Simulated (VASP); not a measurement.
# Al2Cu (P4/mmm) in VASP: further runs, part 2 of 3

VASP 6.6.1. Earlier steps stand in the parts before.

**3. Single point, PBEsol**

This run uses another cell than the first one, of 15.83 Å³/atom, 1.030 times its volume.

Input file INCAR:

```
PREC = Accurate ; ENCUT = 520
EDIFF = 1E-6 ; ISMEAR = 0
SIGMA = 0.1 ; LREAL = False
LASPH = True ; NELM = 60
ALGO = Normal ; ISIF = 2
LWAVE = False ; LCHARG = False
GGA = PS ; NBANDS = 16
```

Input file KPOINTS:

```
Automatic mesh
0
Gamma
  10 10 14
```

Input file POSCAR:

```
Al2Cu
1.0
    4.0841722956      0.0000000000      0.0000000000
    0.0000000000      4.0841722956      0.0000000000
    0.0000000000      0.0000000000      2.8463946368
Al Cu
2 1
Direct
    0.5000000000      0.0000000000      0.5000000000
    0.0000000000      0.5000000000      0.5000000000
    0.0000000000      0.0000000000      0.0000000000
```

Potentials or basis: VASP PAW PBE potentials, release 64 (Al, Cu).

Run with:

```bash
$ cat potpaw_PBE.64/Al/POTCAR potpaw_PBE.64/Cu/POTCAR > POTCAR
$ mpirun -np 1 vasp_std > vasp.out
```

OUTCAR:

```text
PREC = Accurate
   ENCUT = 520
   EDIFF = 1E-6
   ISMEAR = 0
   LREAL = False
   LASPH = True
   NELM = 60
   ISIF = 2
   GGA = PS

 ion  position               nearest neighbor table
   1  0.500  0.000  0.500-   3 2.49   3 2.49   3 2.49   3 2.49   2 2.89   2 2.89   2 2.89   2 2.89

   2  0.000  0.500  0.500-   3 2.49   3 2.49   3 2.49   3 2.49   1 2.89   1 2.89   1 2.89   1 2.89

   3  0.000  0.000  0.000-   1 2.49   2 2.49   1 2.49   2 2.49   2 2.49   2 2.49   1 2.49   1 2.49

  LATTYP: Found a simple tetragonal cell.
 ALAT       =     4.0841722956
 C/A-ratio  =     0.6969330456

  Lattice vectors:

 A1 = (   4.0841722956,   0.0000000000,   0.0000000000)
 A2 = (   0.0000000000,   4.0841722956,   0.0000000000)
 A3 = (   0.0000000000,   0.0000000000,   2.8463946368)

Analysis of symmetry for initial positions (statically):
=====================================================================
 Subroutine PRICEL returns:
 Original cell was already a primitive cell.

 Routine SETGRP: Setting up the symmetry group for a
 simple tetragonal supercell.

 Subroutine GETGRP returns: Found 16 space group operations
 (whereof 16 operations were pure point group operations)
 out of a pool of 16 trial point group operations.

The static configuration has the point symmetry D_4h.

Analysis of symmetry for dynamics (positions and initial velocities):
=====================================================================
 Subroutine PRICEL returns:
 Original cell was already a primitive cell.

 Routine SETGRP: Setting up the symmetry group for a
 simple tetragonal supercell.

 Subroutine GETGRP returns: Found 16 space group operations
 (whereof 16 operations were pure point group operations)
 out of a pool of 16 trial point group operations.

The dynamic configuration has the point symmetry D_4h.

 Subroutine INISYM returns: Found 16 space group operations
 (whereof 16 operations are pure point group operations),
 and found     1 'primitive' translations

----------------------------------------------------------------------------------------

                                     Primitive cell

  volume of cell :      47.4792

  direct lattice vectors                    reciprocal lattice vectors
     4.084172296  0.000000000  0.000000000     0.244847653  0.000000000  0.000000000
     0.000000000  4.084172296  0.000000000     0.000000000  0.244847653  0.000000000
     0.000000000  0.000000000  2.846394637     0.000000000  0.000000000  0.351321629

  length of vectors
     4.084172296  4.084172296  2.846394637     0.244847653  0.244847653  0.351321629

  position of ions in fractional coordinates (direct lattice)
     0.500000000  0.000000000  0.500000000
     0.000000000  0.500000000  0.500000000
     0.000000000  0.000000000  0.000000000

  ion indices of the primitive-cell ions
   primitive index   ion index
                 1           1
                 2           2
                 3           3

----------------------------------------------------------------------------------------

 KPOINTS: Automatic mesh

Automatic generation of k-mesh.
 Grid dimensions read from file:
 generate k-points for:   10   10   14

 Generating k-lattice:

  Cartesian coordinates                     Fractional coordinates (reciprocal lattice)
     0.024484765  0.000000000  0.000000000     0.100000000  0.000000000  0.000000000
     0.000000000  0.024484765  0.000000000     0.000000000  0.100000000  0.000000000
     0.000000000  0.000000000  0.025094402     0.000000000  0.000000000  0.071428571

  Length of vectors
     0.024484765  0.024484765  0.025094402

  Shift w.r.t. Gamma in fractional coordinates (k-lattice)
     0.000000000  0.000000000  0.000000000

 Subroutine IBZKPT returns following result:
 ===========================================

 Found    168 irreducible k-points:

 Following reciprocal coordinates:
            Coordinates               Weight
  0.000000  0.000000  0.000000      1.000000
  0.100000  0.000000  0.000000      4.000000
  0.200000  0.000000  0.000000      4.000000
  0.300000  0.000000  0.000000      4.000000
  0.400000  0.000000  0.000000      4.000000
  0.500000  0.000000  0.000000      2.000000
[... 16 lines left out ...]
  0.100000  0.000000  0.071429      8.000000
  0.200000  0.000000  0.071429      8.000000
 [... further k-points ...]
   k-points           NKPTS =    168   k-points in BZ     NKDIM =    168   number of bands    NBANDS=     16
   number of dos      NEDOS =    301   number of ions     NIONS =      3
   total plane-waves  NPLWV =  21600
   dimension x,y,z NGX =    30 NGY =   30 NGZ =   24
   dimension x,y,z NGXF=    60 NGYF=   60 NGZF=   48
   ions per type =               2   1
   NGX,Y,Z   is equivalent  to a cutoff of  12.21, 12.21, 14.02 a.u.
   NGXF,Y,Z  is equivalent  to a cutoff of  24.42, 24.42, 28.03 a.u.
 SYSTEM =  unknown system
   PREC   = accura    normal or accurate (medium, high low for compatibility)
   ISTART =      0    job   : 0-new  1-cont  2-samecut
   ICHARG =      2    charge: 1-file 2-atom 10-const
   ISPIN  =      1    spin polarized calculation?
   LNONCOLLINEAR =      F non collinear calculations
   LSORBIT =      F    spin-orbit coupling
   LASPH  =      T    aspherical Exc in radial PAW
   ENCUT  =  520.0 eV  38.22 Ry    6.18 a.u.   7.59  7.59  5.29*2*pi/ulx,y,z
   NELM   =     60;   NELMIN=  2; NELMDL= -5     # of ELM steps
   EDIFF  = 0.1E-05   stopping-criterion for ELM
   LREAL  =      F    real-space projection
   EDIFFG = 0.1E-04   stopping-criterion for IOM
   NSW    =      0    number of steps for IOM
   IBRION =     -1    ionic relax: 0-MD 1-quasi-New 2-CG
   NFREE  =      0    steps in history (QN), initial steepest desc. (CG)
   ISIF   =      2    stress and relaxation
   ISYM   =      2    0-nonsym 1-usesym 2-fastsym
   POTIM  = 0.5000    time-step for ionic-motion
   TEBEG  =    0.0;   TEEND  =   0.0 temperature during run
   PSTRESS=    0.0 pullay stress
   NELECT =      17.0000    total number of electrons
   NUPDOWN=      -1.0000    fix difference up-down
   EMIN   =  10.00;   EMAX   =-10.00  energy-range for DOS
   EFERMI =   0.00;   METHOD = LEGACY
   ISMEAR =     0;   SIGMA  =   0.10  broadening in eV -4-tet -1-fermi 0-gaus
   EFERMI_NEDOS =   21; number of points for ismear=-14 and -15
   IALGO  =     38    algorithm
   IMIX   =      4    mixing-type and parameters
     AMIX     =   0.40;   BMIX     =  1.00
     AMIX_MAG =   1.60;   BMIX_MAG =  1.00
  volume/ion in A,a.u.               =      15.83       106.80
  Fermi-wavevector in a.u.,A,eV,Ry     =   1.162492  2.196792 18.386753  1.351388
  Thomas-Fermi vector in A             =   2.299053
   LORBIT       =      0    0 simple, 1 ext, 2 COOP (PROOUT), +10 PAW based schemes
   GGA     = PS    functional components
   LHFCALC =     F    Hartree Fock is set to
   AEXX    =    0.0000 exact exchange contribution
   IVDW    =     0    specifies the selected vdW correction
   LEPSILON=     F    determine dielectric tensor
   LRPA    =     F    only Hartree local field effects (RPA)
 non-spin polarized calculation
 Gauss-broadening in eV      SIGMA  =   0.10
  energy-cutoff  :      520.00
  volume of cell :       47.48
 maximum number of plane-waves:      1294
   NGX = 15   NGY = 15   NGZ = 11

 number of electron      16.9999981 magnetization

 Free energy of the ion-electron system (eV)
  ---------------------------------------------------
  ext. energy  EPLUGINS =         0.00000000
  ---------------------------------------------------
  free energy    TOTEN  =       -12.56930590 eV

  energy without entropy =      -12.56464970  energy(sigma->0) =      -12.56697780

 E-fermi :   7.3168     XC(G=0): -10.5928

 val. band max:        7.3080908510   @ k =   0.4000   0.4000   0.4286
 cond. band min:       7.3277754664   @ k =   0.2000   0.1000   0.5000
 fundamental gap:      0.0196846155
 Fermi energy:         7.3168135782

 k-point     1 :       0.0000    0.0000    0.0000
  band No.  band energies     occupation
      1      -3.3730      2.00000
      2       1.7857      2.00000
      3       2.2947      2.00000
      4       2.9812      2.00000
      5       3.2019      2.00000
      6       3.2019      2.00000
[... 8 lines left out ...]
     15      14.5551      0.00000
     16      20.1621      0.00000
[... 419 lines left out ...]
 k-point    24 :       0.2000    0.0000    0.0714
  band No.  band energies     occupation
      1      -2.9411      2.00000
      2       1.5150      2.00000
      3       2.2677      2.00000
      4       2.9015      2.00000
      5       3.0491      2.00000
      6       3.1198      2.00000
[... 8 lines left out ...]
     15      17.4693      0.00000
     16      17.7641      0.00000

 [... further k-points ...]
[... 5 lines left out ...]
  --------------------------------------------------------------------------------------
  -------------------------------------------------------------------------------------
  Total        0.0707193      0.0707193      0.0726390      0.0000000      0.0000000      0.0000000
  in kB        2.3864107      2.3864107      2.4511927      0.0000000      0.0000000      0.0000000
  external PRESSURE =       2.4080047 kB  Pullay stress =       0.0000000 kB

 VOLUME and BASIS-vectors are now :
 -----------------------------------------------------------------------------
  energy-cutoff  :      520.00
  volume of cell :       47.48
      direct lattice vectors                 reciprocal lattice vectors
     4.084172296  0.000000000  0.000000000     0.244847653  0.000000000  0.000000000
     0.000000000  4.084172296  0.000000000     0.000000000  0.244847653  0.000000000
     0.000000000  0.000000000  2.846394637     0.000000000  0.000000000  0.351321629

 POSITION                                       TOTAL-FORCE (eV/Angst)
 -----------------------------------------------------------------------------------
      2.04209      0.00000      1.42320         0.000000      0.000000      0.000000
      0.00000      2.04209      1.42320         0.000000      0.000000      0.000000
      0.00000      0.00000      0.00000         0.000000      0.000000      0.000000
 -----------------------------------------------------------------------------------
    total drift:                               -0.000000     -0.000000     -0.000000

  FREE ENERGIE OF THE ION-ELECTRON SYSTEM (eV)
  ---------------------------------------------------
  free  energy   TOTEN  =       -12.5693059031 eV

  energy  without entropy=      -12.5646496991  energy(sigma->0) =      -12.56697780
```

OSZICAR:

```text
N       E                     dE             d eps       ncg     rms          rms(c)
DAV:   1     0.611016481108E+02    0.61102E+02   -0.69013E+03  5408   0.111E+03
DAV:   2    -0.122879549631E+02   -0.73390E+02   -0.64987E+02  5728   0.202E+02
DAV:   3    -0.148989025608E+02   -0.26109E+01   -0.25541E+01  7344   0.427E+01
DAV:   4    -0.149562213188E+02   -0.57319E-01   -0.57299E-01  6448   0.544E+00
DAV:   5    -0.149590957646E+02   -0.28744E-02   -0.28744E-02  8512   0.137E+00    0.145E+01
DAV:   6    -0.167861884597E+02   -0.18271E+01   -0.37457E+01  6120   0.211E+02    0.117E+01
DAV:   7    -0.127231907384E+02    0.40630E+01   -0.10234E+01  6736   0.837E+01    0.220E+00
DAV:   8    -0.126389476376E+02    0.84243E-01   -0.13651E+00  7984   0.338E+01    0.223E+00
DAV:   9    -0.125686838266E+02    0.70264E-01   -0.25873E-01  6768   0.163E+01    0.231E-01
DAV:  10    -0.125710982007E+02   -0.24144E-02   -0.17497E-02  8456   0.366E+00    0.304E-01
DAV:  11    -0.125696121956E+02    0.14860E-02   -0.90759E-03  7232   0.336E+00    0.122E-01
DAV:  12    -0.125693155337E+02    0.29666E-03   -0.85141E-04  8096   0.889E-01    0.253E-02
DAV:  13    -0.125693071650E+02    0.83687E-05   -0.45897E-05  8896   0.128E-01    0.100E-02
DAV:  14    -0.125693059872E+02    0.11778E-05   -0.70974E-06  7008   0.846E-02    0.394E-03
DAV:  15    -0.125693059031E+02    0.84169E-07   -0.55013E-07  3840   0.173E-02
   1 F= -.12569306E+02 E0= -.12566978E+02  d E =-.465620E-02
```

Run time: 2.2 min. Hardware: 1 thread of AMD EPYC 7R43 (Zen 3), shared host; peak memory 0.21 GiB.

What came out:

| Quantity | Value |
| --- | --- |
| Free energy | -12.5693 eV |
| Pressure | 0.2 GPa |

Caveat: the PAW data sets were made with another functional, which shifts forces and pressure a little.

(Part 2 of 3 ends here.)
